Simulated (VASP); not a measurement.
Input of a VASP 6.6.1 run:

The input POSCAR:

```
AlN
1.0
    3.1066951923      0.0000000000      0.0000000000
   -1.5533475961      2.6904769583      0.0000000000
    0.0000000000      0.0000000000      4.9785197784
Al N
2 2
Direct
    0.3333333333      0.6666666667     -0.0008019236
    0.6666666667      0.3333333333      0.4991980764
    0.3333333333      0.6666666667      0.3808019236
    0.6666666667      0.3333333333      0.8808019236
```

File INCAR.step1:

```
SYSTEM = AlN
  ALGO = Normal
  EDIFF = 1E-4
  ENCUT = 600
  GGA = PE
  ISMEAR = 0
  LASPH = .True.
  LCHARG = .False.
  LREAL = .False.
  LWAVE = .True.
  NELM = 100
  PREC = Accurate
  SIGMA = 0.01
```

File INCAR.step2:

```
SYSTEM = AlN
  ALGO = Normal
  EDIFF = 1E-6
  EDIFFG = -0.002
  ENCUT = 600
  IBRION = 2
  ISIF = 3
  ISMEAR = 0
  ISTART = 1
  LASPH = .True.
  LCHARG = .False.
  LMIXTAU = .True.
  LREAL = .False.
  LWAVE = .False.
  METAGGA = R2SCAN
  NELM = 100
  NSW = 100
  PREC = Accurate
  PSTRESS = 70.0
  SIGMA = 0.01
```

The input KPOINTS:

```
k-points
0
Gamma
  8 8 6
  0 0 0
```

Potentials or basis: VASP PAW PBE potentials, release 64 (Al, N).

Command:

```bash
$ cat potpaw_PBE.64/Al/POTCAR potpaw_PBE.64/N/POTCAR > POTCAR
$ cp INCAR.step1 INCAR
$ mpirun -np 1 vasp_std > vasp.out
$ cp INCAR.step2 INCAR
$ mpirun -np 1 vasp_std > vasp.out
```

(1) Estimate the relaxed volume.

(2) What does it give for the relaxed cell?

(3) Estimate the space group after relaxing (to 0.05 Å).

(4) Predict the band gap on the k mesh.

## Answers

(1) 10.07 Å³/atom.

(2) a = 3.075 Å, b = 3.075 Å, c = 4.917 Å, α = 90.00°, β = 90.00°, γ = 120.00°.

(3) P6_3mc (No. 186).

(4) 5.21 eV, direct.

Caveat: the cell is relaxed towards a set pressure, so the enthalpy falls and the energy may rise; the PAW data sets were made with another functional, which shifts forces and pressure a little.
